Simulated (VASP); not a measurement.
Input of a VASP 6.6.1 run:

File INCAR:

```
PREC     = Accurate       # precision mode
ENCUT    = 520            # plane-wave cutoff, eV
EDIFF    = 1E-6           # SCF threshold, eV
ISMEAR   = 0              # smearing method
SIGMA    = 0.1            # smearing width, eV
LREAL    = F              # projectors in reciprocal space
LASPH    = T              # aspherical terms in the spheres
NELM     = 100            # most SCF steps
ALGO     = Normal         # electronic algorithm
ISIF     = 2              # what is computed and relaxed
LWAVE    = F              # write WAVECAR
LCHARG   = T              # write CHGCAR
GGA      = PE             # functional
LELF     = T              # ELF
LVHAR    = T            
NBANDS   = 38             # bands
```

Contents of KPOINTS:

```
regular mesh
0
Gamma
  6 6 6
```

Contents of POSCAR:

```
Y2F
1.0
    5.2001705544      0.0000000000      0.0000000000
    0.0000000000      5.2001705544      0.0000000000
    0.0000000000      0.0000000000      5.2001705544
Y F
4 2
Direct
    0.7500000000      0.2500000000      0.2500000000
    0.7500000000      0.7500000000      0.7500000000
    0.2500000000      0.7500000000      0.2500000000
    0.2500000000      0.2500000000      0.7500000000
    0.0000000000      0.0000000000      0.0000000000
    0.5000000000      0.5000000000      0.5000000000
```

Potentials or basis: VASP PAW PBE potentials, release 64 (Y_sv, F).

Run with:

```sh
$ cat potpaw_PBE.64/Y_sv/POTCAR potpaw_PBE.64/F/POTCAR > POTCAR
$ mpirun -np 1 vasp_std > vasp.out
```

(1) Estimate the band gap on the k mesh.

(2) Predict the pressure.

Results:

(1) zero (band 29 reaches 4.53 eV, above the bottom of band 30 at 2.83 eV).

(2) 4.0 GPa.
